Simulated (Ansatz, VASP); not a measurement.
## C: VASP beside Ansatz

Contents of INCAR:

```
PREC = Accurate
ENCUT = 520
EDIFF = 1E-7
ISMEAR = 0
SIGMA = 0.1
LREAL = False
LASPH = True
NELM = 100
ALGO = Normal
ISIF = 2
LWAVE = False
LCHARG = True
LDIPOL = True
IDIPOL = 3
DIPOL = 0.5 0.5 0.349
GGA = PE
IVDW = 12
LELF = True
LVHAR = True
LVACPOTAV = True
NBANDS = 16
```

KPOINTS

```
regular mesh
0
Gamma
  15 15 1
```

POSCAR

```
C
1.0
    2.4656524409      0.0000000000      0.0000000000
   -1.2328262205      2.1353176507      0.0000000000
    0.0000000000      0.0000000000     17.5000663885
C
4
Direct
    0.6666666667      0.3333333333      0.2571437784
    0.3333333333      0.6666666667      0.2571418816
    1.3333333333      0.6666666667      0.4405735508
    1.6666666667      0.3333333333      0.4405716540
```

Input for Ansatz:

```yaml
crystal:
  lattice:
    - [2.4656524409, 0.0, 0.0]
    - [-1.2328262205, 2.1353176507, 0.0]
    - [0.0, 0.0, 17.5000663885]
  atoms:
    - { symbol: C, position: [0.6666666667, 0.3333333333, 0.2571437784] }
    - { symbol: C, position: [0.3333333333, 0.6666666667, 0.2571418816] }
    - { symbol: C, position: [1.3333333333, 0.6666666667, 0.4405735508] }
    - { symbol: C, position: [1.6666666667, 0.3333333333, 0.440571654] }
basis:
  ecutwfc: 420
kpoints:
  mp_grid: { grid: [15, 15, 1] }
hamiltonian:
  xc: pbe
  pseudopotentials: { kind: paw, azcp: { folder: soft_1 } }
  dispersion: d3bj
scf:
  occupations: { method: gaussian, width: 0.1 }
output:
  forces: true
  eigenvalues: true
efield:
  axis: 3
  dipole_correction: true
  ramp_width: 0.04
```

Alike in both runs: task single point; functional PBE; dispersion D3(BJ); k mesh 15 × 15 × 1; occupations gaussian, width 0.1 eV; no spin polarisation.

|  | VASP | Ansatz |
| --- | --- | --- |
| version | VASP 6.6.1 | Ansatz 0.2.0 |
| potentials or method | VASP PAW PBE potentials, release 64 (C), cutoff 520 eV | scalar-relativistic, plane waves, PAW |
| valence electrons in the cell | 16 | 16 |

|  | VASP | Ansatz | Ansatz less VASP |
| --- | --- | --- | --- |
| gap on the k mesh at the Fermi level (eV) | 0.87 | 0.87 | -0.001 |
| least direct gap on the mesh (eV) | 0.87 | 0.87 | -0.001 |
| rms of the force components (eV/Å) | 0.064 | 0.063 | -0.0002 |

Atom by atom the forces differ by 0.000 eV/Å (rms over components). Ansatz's warnings: structure snapped to symmetry.
